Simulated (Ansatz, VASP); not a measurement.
# One calculation of C, two programs

```xyz
4
Lattice="4.2694 0.0000 0.0000 0.0000 2.4649 0.0000 -1.5536 0.0000 3.3739" Properties=species:S:1:pos:R:3 pbc="T T T"
C     3.5578    0.0000    0.0007
C     1.2927    1.2325    3.3732
C     1.4231    1.2325    0.0007
C    -0.8420    0.0000    3.3732
```

Change from the starting cell: shear of c along a, cell held, atoms relaxed: -4.0 %.

Alike in both runs: functional PBE; dispersion D3(BJ); k mesh 8 × 12 × 8; occupations gaussian, width 0.02 eV; no spin polarisation.

Ansatz relaxed the structure, and its values are those at the end. VASP's run is a single point on that final structure, the one shown.

|  | VASP | Ansatz |
| --- | --- | --- |
| version | VASP 6.6.1 | Ansatz 0.2.0 |
| potentials or method | VASP PAW PBE potentials, release 64 (C), cutoff 520 eV | scalar-relativistic, plane waves, PAW |
| valence electrons in the cell | 16 | 16 |

Ansatz gave:

```
gap on the k mesh at the Fermi level (eV) : 0.55
least direct gap on the mesh (eV)         : 0.57
pressure (GPa)                            : 0.0
```

Q: Estimate VASP's values.

A: gap on the k mesh at the Fermi level (eV): 0.55; least direct gap on the mesh (eV): 0.57; pressure (GPa): 0.4.

Ansatz's warnings: stress scf threshold loose.
